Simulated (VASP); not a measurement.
# Zn2GeN3 (P-3m1) in VASP: a series of runs

Zn2GeN3 is run at these levels: PBE; tasks: single point.

Program: VASP 6.6.1. These are calculated values, not measurements. Logs are shortened: lines on timing, memory, paths and dates and some standing lists are left out, and cuts for length are marked.

### 1 The cell of the first run

It takes space group P-3m1 (No. 164, trigonal). Conventional cell: a = 3.001 Å, b = 3.001 Å, c = 7.680 Å, α = 90.00°, β = 90.00°, γ = 120.00°. Within 2.8 Å of Zn (site symmetry 3m) lie 6 N at 2.12 to 2.30 Å. Ge (site symmetry -3m) has 6 N at 2.05 Å within 2.7 Å. N (site symmetry 3m) has 3 Ge at 2.05 Å and 3 Zn at 2.30 Å and 9 N at 2.81 to 3.00 Å within 3.1 Å. N (site symmetry -3m) has 6 Zn at 2.12 Å within 2.8 Å.

The cell was generated, and may not be a known phase.

### 2 Single point, PBE

Input file INCAR:

```
PREC     = Accurate       # precision mode
ENCUT    = 520            # plane-wave cutoff, eV
EDIFF    = 1E-6           # SCF threshold, eV
ISMEAR   = 0              # smearing method
SIGMA    = 0.1            # smearing width, eV
LREAL    = False          # projectors in reciprocal space
LASPH    = True           # aspherical terms in the spheres
NELM     = 100            # most SCF steps
ALGO     = Normal         # electronic algorithm
ISIF     = 2              # what is computed and relaxed
LWAVE    = False          # write WAVECAR
LCHARG   = False          # write CHGCAR
GGA      = PE             # functional
NBANDS   = 36             # bands
```

Input file KPOINTS:

```
Automatic mesh
0
Gamma
  6 6 2
```

Input file POSCAR:

```
Zn2GeN3
1.0
    3.0006123625      0.0000000026      0.0000000000
   -1.5003061835      2.5986065316      0.0000000000
    0.0000000000      0.0000000000      7.6804524311
Zn Ge N
2 1 3
Direct
    0.3333333333      0.6666666667      0.8405283004
    0.6666666667      0.3333333333      0.1594716996
    0.0000000000      0.0000000000      0.5000000000
    0.3333333333      0.6666666667      0.3562416005
    0.6666666667      0.3333333333      0.6437583995
    0.0000000000      0.0000000000      0.0000000000
```

Potentials or basis: VASP PAW PBE potentials, release 64 (Zn, Ge_d, N).

On the command line:

```console
> cat potpaw_PBE.64/Zn/POTCAR potpaw_PBE.64/Ge_d/POTCAR potpaw_PBE.64/N/POTCAR > POTCAR
> mpirun -np 1 vasp_std > vasp.out
```

OUTCAR:

```text
PREC = Accurate
   ENCUT = 520
   EDIFF = 1E-6
   ISMEAR = 0
   LREAL = False
   LASPH = True
   NELM = 100
   ISIF = 2
   GGA = PE

 ion  position               nearest neighbor table
   1  0.333  0.667  0.841-   6 2.12   6 2.12   6 2.12   5 2.30   5 2.30   5 2.30   2 3.00   2 3.00
                             2 3.00
   2  0.667  0.333  0.159-   6 2.12   6 2.12   6 2.12   4 2.30   4 2.30   4 2.30   1 3.00   1 3.00
                             1 3.00
   3  0.000  0.000  0.500-   4 2.05   5 2.05   5 2.05   4 2.05   5 2.05   4 2.05
   4  0.333  0.667  0.356-   3 2.05   3 2.05   3 2.05   2 2.30   2 2.30   2 2.30
   5  0.667  0.333  0.644-   3 2.05   3 2.05   3 2.05   1 2.30   1 2.30   1 2.30
   6  0.000  0.000  0.000-   1 2.12   2 2.12   2 2.12   1 2.12   2 2.12   1 2.12

  LATTYP: Found a hexagonal cell.
 ALAT       =     3.0006123625
 C/A-ratio  =     2.5596283369

  Lattice vectors:

 A1 = (   3.0006123625,   0.0000000026,   0.0000000000)
 A2 = (  -1.5003061835,   2.5986065316,   0.0000000000)
 A3 = (   0.0000000000,   0.0000000000,   7.6804524311)

Analysis of symmetry for initial positions (statically):
=====================================================================
 Subroutine PRICEL returns:
 Original cell was already a primitive cell.

 Routine SETGRP: Setting up the symmetry group for a
 hexagonal supercell.

 Subroutine GETGRP returns: Found 12 space group operations
 (whereof 12 operations were pure point group operations)
 out of a pool of 24 trial point group operations.

The static configuration has the point symmetry D_3d.

Analysis of symmetry for dynamics (positions and initial velocities):
=====================================================================
 Subroutine PRICEL returns:
 Original cell was already a primitive cell.

 Routine SETGRP: Setting up the symmetry group for a
 hexagonal supercell.

 Subroutine GETGRP returns: Found 12 space group operations
 (whereof 12 operations were pure point group operations)
 out of a pool of 24 trial point group operations.

The dynamic configuration has the point symmetry D_3d.

 Subroutine INISYM returns: Found 12 space group operations
 (whereof 12 operations are pure point group operations),
 and found     1 'primitive' translations

----------------------------------------------------------------------------------------

                                     Primitive cell

  volume of cell :      59.8876

  direct lattice vectors                    reciprocal lattice vectors
     3.000612363  0.000000003  0.000000000     0.333265307  0.192410815  0.000000000
    -1.500306184  2.598606532  0.000000000    -0.000000000  0.384821629  0.000000000
     0.000000000  0.000000000  7.680452431     0.000000000  0.000000000  0.130200663

  length of vectors
     3.000612363  3.000612363  7.680452431     0.384821629  0.384821629  0.130200663

  position of ions in fractional coordinates (direct lattice)
     0.333333333  0.666666667  0.840528300
     0.666666667  0.333333333  0.159471700
     0.000000000  0.000000000  0.500000000
     0.333333333  0.666666667  0.356241600
     0.666666667  0.333333333  0.643758400
     0.000000000  0.000000000  0.000000000

  ion indices of the primitive-cell ions
   primitive index   ion index
                 1           1
                 2           2
                 3           3
                 4           4
                 5           5
                 6           6

----------------------------------------------------------------------------------------

 KPOINTS: Automatic mesh

Automatic generation of k-mesh.
 Grid dimensions read from file:
 generate k-points for:    6    6    2

 Generating k-lattice:

  Cartesian coordinates                     Fractional coordinates (reciprocal lattice)
     0.055544218  0.032068469  0.000000000     0.166666667 -0.000000000  0.000000000
    -0.000000000  0.064136938  0.000000000    -0.000000000  0.166666667  0.000000000
     0.000000000  0.000000000  0.065100332     0.000000000  0.000000000  0.500000000

  Length of vectors
     0.064136938  0.064136938  0.065100332

  Shift w.r.t. Gamma in fractional coordinates (k-lattice)
     0.000000000  0.000000000  0.000000000

 Subroutine IBZKPT returns following result:
 ===========================================

 Found     14 irreducible k-points:

 Following reciprocal coordinates:
            Coordinates               Weight
  0.000000  0.000000  0.000000      1.000000
  0.166667 -0.000000  0.000000      6.000000
  0.333333 -0.000000  0.000000      6.000000
  0.500000 -0.000000  0.000000      3.000000
  0.166667  0.166667  0.000000      6.000000
  0.333333  0.166667  0.000000     12.000000
  0.333333  0.333333  0.000000      2.000000
  0.000000  0.000000  0.500000      1.000000
  0.166667 -0.000000  0.500000      6.000000
  0.333333 -0.000000  0.500000      6.000000
  0.500000 -0.000000  0.500000      3.000000
  0.166667  0.166667  0.500000      6.000000
  0.333333  0.166667  0.500000     12.000000
  0.333333  0.333333  0.500000      2.000000
   k-points           NKPTS =     14   k-points in BZ     NKDIM =     14   number of bands    NBANDS=     36
   number of dos      NEDOS =    301   number of ions     NIONS =      6
   total plane-waves  NPLWV =  34560
   dimension x,y,z NGX =    24 NGY =   24 NGZ =   60
   dimension x,y,z NGXF=    48 NGYF=   48 NGZF=  120
   ions per type =               2   1   3
   NGX,Y,Z   is equivalent  to a cutoff of  13.30, 13.30, 12.99 a.u.
   NGXF,Y,Z  is equivalent  to a cutoff of  26.59, 26.59, 25.97 a.u.
 SYSTEM =  unknown system
   PREC   = accura    normal or accurate (medium, high low for compatibility)
   ISTART =      0    job   : 0-new  1-cont  2-samecut
   ICHARG =      2    charge: 1-file 2-atom 10-const
   ISPIN  =      1    spin polarized calculation?
   LNONCOLLINEAR =      F non collinear calculations
   LSORBIT =      F    spin-orbit coupling
   LASPH  =      T    aspherical Exc in radial PAW
   ENCUT  =  520.0 eV  38.22 Ry    6.18 a.u.   5.58  5.58 14.28*2*pi/ulx,y,z
   NELM   =    100;   NELMIN=  2; NELMDL= -5     # of ELM steps
   EDIFF  = 0.1E-05   stopping-criterion for ELM
   LREAL  =      F    real-space projection
[... 7 lines left out ...]
   TEBEG  =    0.0;   TEEND  =   0.0 temperature during run
   PSTRESS=    0.0 pullay stress
   NELECT =      53.0000    total number of electrons
   NUPDOWN=      -1.0000    fix difference up-down
   EMIN   =  10.00;   EMAX   =-10.00  energy-range for DOS
   EFERMI =   0.00;   METHOD = LEGACY
   ISMEAR =     0;   SIGMA  =   0.10  broadening in eV -4-tet -1-fermi 0-gaus
   EFERMI_NEDOS =   21; number of points for ismear=-14 and -15
   IALGO  =     38    algorithm
   IMIX   =      4    mixing-type and parameters
     AMIX     =   0.40;   BMIX     =  1.00
     AMIX_MAG =   1.60;   BMIX_MAG =  1.00
  volume/ion in A,a.u.               =       9.98        67.36
  Fermi-wavevector in a.u.,A,eV,Ry     =   1.571765  2.970206 33.612463  2.470446
  Thomas-Fermi vector in A             =   2.673300
   LORBIT       =      0    0 simple, 1 ext, 2 COOP (PROOUT), +10 PAW based schemes
   GGA     = PE    functional components
   LHFCALC =     F    Hartree Fock is set to
   AEXX    =    0.0000 exact exchange contribution
   IVDW    =     0    specifies the selected vdW correction
   LEPSILON=     F    determine dielectric tensor
   LRPA    =     F    only Hartree local field effects (RPA)
 non-spin polarized calculation
 Gauss-broadening in eV      SIGMA  =   0.10
  energy-cutoff  :      520.00
  volume of cell :       59.89
 maximum number of plane-waves:      1648
 NGX is ok and might be reduce to    24
   NGX = 11   NGY = 11   NGZ = 29

 number of electron      52.9999995 magnetization

 Free energy of the ion-electron system (eV)
  ---------------------------------------------------
  ext. energy  EPLUGINS =         0.00000000
  ---------------------------------------------------
  free energy    TOTEN  =       -29.36966229 eV

  energy without entropy =      -29.36032599  energy(sigma->0) =      -29.36499414

 E-fermi :   5.2438     XC(G=0): -12.5329

 val. band max:        5.1793025317   @ k =   0.3333   0.1667   0.0000
 cond. band min:       5.3164389017   @ k =   0.5000  -0.0000   0.5000
 fundamental gap:      0.1371363700
 Fermi energy:         5.2437520351

 k-point     1 :       0.0000    0.0000    0.0000
  band No.  band energies     occupation
      1     -19.1261      2.00000
      2     -19.1261      2.00000
      3     -19.1214      2.00000
      4     -19.0557      2.00000
      5     -19.0557      2.00000
      6     -12.2896      2.00000
[... 28 lines left out ...]
     35      17.9753      0.00000
     36      17.9753      0.00000

 k-point     2 :       0.1667   -0.0000    0.0000
  band No.  band energies     occupation
      1     -19.1511      2.00000
      2     -19.1055      2.00000
      3     -19.1021      2.00000
      4     -19.0713      2.00000
      5     -19.0554      2.00000
      6     -11.8142      2.00000
[... 28 lines left out ...]
     35      15.8317      0.00000
     36      17.1078      0.00000

 k-point     3 :       0.3333   -0.0000    0.0000
  band No.  band energies     occupation
      1     -19.2081      2.00000
      2     -19.1047      2.00000
      3     -19.0880      2.00000
      4     -19.0555      2.00000
      5     -19.0307      2.00000
      6     -10.4798      2.00000
[... 28 lines left out ...]
     35      15.4007      0.00000
     36      15.9277      0.00000
[... 352 lines left out ...]
 k-point    13 :       0.3333    0.1667    0.5000
  band No.  band energies     occupation
      1     -19.2067      2.00000
      2     -19.1108      2.00000
      3     -19.0979      2.00000
      4     -19.0513      2.00000
      5     -19.0230      2.00000
      6      -9.3488      2.00000
[... 28 lines left out ...]
     35      15.8062      0.00000
     36      16.0425      0.00000

 k-point    14 :       0.3333    0.3333    0.5000
  band No.  band energies     occupation
      1     -19.1611      2.00000
      2     -19.1611      2.00000
      3     -19.0617      2.00000
      4     -19.0617      2.00000
      5     -19.0469      2.00000
      6      -8.2534      2.00000
[... 28 lines left out ...]
     35      15.5617      0.00000
     36      16.1587      0.00000

------------------------ aborting loop because EDIFF is reached ----------------------------------------

  FORCE on cell =-STRESS in cart. coord.  units (eV):
  Direction    XX          YY          ZZ          XY          YZ          ZX
  --------------------------------------------------------------------------------------
  -------------------------------------------------------------------------------------
  Total        0.0838055      0.0838055      0.0912102      0.0000000     -0.0000000      0.0000000
  in kB        2.2420530      2.2420530      2.4401517      0.0000000     -0.0000000      0.0000000
  external PRESSURE =       2.3080859 kB  Pullay stress =       0.0000000 kB

 VOLUME and BASIS-vectors are now :
 -----------------------------------------------------------------------------
  energy-cutoff  :      520.00
  volume of cell :       59.89
      direct lattice vectors                 reciprocal lattice vectors
     3.000612363  0.000000003  0.000000000     0.333265307  0.192410815  0.000000000
    -1.500306184  2.598606532  0.000000000    -0.000000000  0.384821629  0.000000000
     0.000000000  0.000000000  7.680452431     0.000000000  0.000000000  0.130200663

 POSITION                                       TOTAL-FORCE (eV/Angst)
 -----------------------------------------------------------------------------------
     -0.00000      1.73240      6.45564         0.000000      0.000000     -0.025328
      1.50031      0.86620      1.22481        -0.000000     -0.000000      0.025328
      0.00000      0.00000      3.84023        -0.000000      0.000000     -0.000000
     -0.00000      1.73240      2.73610        -0.000000      0.000000      0.011403
      1.50031      0.86620      4.94436         0.000000     -0.000000     -0.011403
      0.00000      0.00000      0.00000        -0.000000      0.000000     -0.000000
 -----------------------------------------------------------------------------------
    total drift:                               -0.000000     -0.000000      0.000000

  FREE ENERGIE OF THE ION-ELECTRON SYSTEM (eV)
  ---------------------------------------------------
  free  energy   TOTEN  =       -29.3696622859 eV

  energy  without entropy=      -29.3603259892  energy(sigma->0) =      -29.36499414
```

Run time: 20 s. Hardware: 1 thread of Intel Xeon Platinum 8488C (Sapphire Rapids), shared host; peak memory 0.19 GiB.

What came out:

| Quantity | Value |
| --- | --- |
| Free energy | -29.3697 eV |
| Pressure | 0.2 GPa |
| Largest force | 0.025 eV/Å |
| Band gap on the k mesh | zero (an odd number of electrons rules out a gap without spin polarisation) |

Forces on the atoms (eV/Å):
```
Zn   0.000  0.000 -0.025
Zn   0.000  0.000  0.025
Ge   0.000  0.000  0.000
N    0.000  0.000  0.011
N    0.000  0.000 -0.011
N    0.000  0.000  0.000
```

Levels at points of the mesh, in eV from the Fermi level:
| k point | band 23 | band 24 | band 25 | band 26 | band 27 | band 28 | band 29 | band 30 |
| --- | --- | --- | --- | --- | --- | --- | --- | --- |
| (0.00, 0.00, 0.00) | -0.62 | -0.60 | -0.60 | 0.57 | 0.57 | 1.89 | 4.81 | 5.29 |
| (0.50, 0.00, 0.00) | -2.77 | -1.35 | -1.31 | -0.71 | -0.43 | 1.25 | 5.69 | 5.87 |
| (0.00, 0.00, 0.50) | -0.72 | -0.67 | -0.67 | 0.59 | 0.59 | 3.18 | 4.33 | 4.97 |
| (0.50, 0.00, 0.50) | -3.02 | -2.93 | -1.43 | 0.07 | 0.15 | 2.10 | 4.11 | 5.03 |

Caveat: the k points lie up to 0.41 Å⁻¹ apart, too coarse for converged energies and pressures of a metal.

### 3 Single point, PBE

This run uses another cell than the first one, of 13.78 Å³/atom.

Input file INCAR:

```
SYSTEM = Zn2GeN3
PREC     = Accurate       ! precision mode
ENCUT    = 520            ! plane-wave cutoff, eV
EDIFF    = 1E-7           ! SCF threshold, eV
ISMEAR   = 0              ! smearing method
SIGMA    = 0.1            ! smearing width, eV
LREAL    = .False.        ! projectors in reciprocal space
LASPH    = .True.         ! aspherical terms in the spheres
NELM     = 80             ! most SCF steps
ALGO     = Normal         ! electronic algorithm
ISIF     = 2              ! what is computed and relaxed
LWAVE    = .False.        ! write WAVECAR
LCHARG   = .False.        ! write CHGCAR
GGA      = PE             ! functional
NBANDS   = 36             ! bands
```

Input file KPOINTS:

```
regular mesh
0
Gamma
  6 6 2
  0 0 0
```

Input file POSCAR:

```
Zn2GeN3
1.0
    3.3756742500      0.0000000000      0.0000000000
   -1.6878371300      2.9234196600      0.0000000000
    0.0000000000      0.0000000000      8.3763732200
Zn Ge N
2 1 3
Direct
    0.3333333300      0.6666666700      0.8271350300
    0.6666666700      0.3333333300      0.1728649700
    0.0000000000      0.0000000000      0.5000000000
    0.3333333300      0.6666666700      0.3480919900
    0.6666666700      0.3333333300      0.6519080100
    0.0000000000      0.0000000000      0.0000000000
```

Potentials or basis: VASP PAW PBE potentials, release 64 (Zn, Ge_d, N).

On the command line:

```console
> cat potpaw_PBE.64/Zn/POTCAR potpaw_PBE.64/Ge_d/POTCAR potpaw_PBE.64/N/POTCAR > POTCAR
> mpirun -np 1 vasp_std > vasp.out
```

It took 34 s on 1 thread of Intel Xeon Platinum 8488C (Sapphire Rapids), shared host; peak memory 0.22 GiB.

Results (log left out):

```yaml
Free_energy: -26.4305 eV
Pressure: -27.3 GPa
Largest_force: 0.930 eV/Å
Band_gap_on_the_k_mesh: zero (an odd number of electrons rules out a gap without spin polarisation)
```

Forces in eV/Å, atoms in the order of the input:
```
Zn   0.000  0.000  0.727
Zn   0.000  0.000 -0.727
Ge   0.000  0.000  0.000
N    0.000  0.000  0.930
N    0.000  0.000 -0.930
N    0.000  0.000  0.000
```

Stress tensor (GPa, compression positive):
```
-28.66   0.00   0.00
  0.00 -28.66   0.00
  0.00   0.00 -24.54
```

Levels at points of the mesh, in eV from the Fermi level:
| k point | band 23 | band 24 | band 25 | band 26 | band 27 | band 28 | band 29 | band 30 |
| --- | --- | --- | --- | --- | --- | --- | --- | --- |
| (0.00, 0.00, 0.00) | -0.53 | -0.40 | -0.40 | -0.19 | 0.42 | 0.42 | 2.79 | 3.31 |
| (0.50, 0.00, 0.00) | -1.82 | -1.07 | -0.88 | -0.59 | -0.37 | -0.16 | 3.87 | 4.01 |
| (0.00, 0.00, 0.50) | -0.52 | -0.42 | -0.42 | 0.43 | 0.43 | 1.00 | 2.13 | 3.60 |
| (0.50, 0.00, 0.50) | -2.13 | -2.08 | -0.96 | 0.04 | 0.15 | 0.53 | 2.58 | 3.86 |

Caveat: the k points lie up to 0.38 Å⁻¹ apart, too coarse for converged energies and pressures of a metal.

The gap in the log of VASP goes by the Fermi energy; the results here count the filled bands.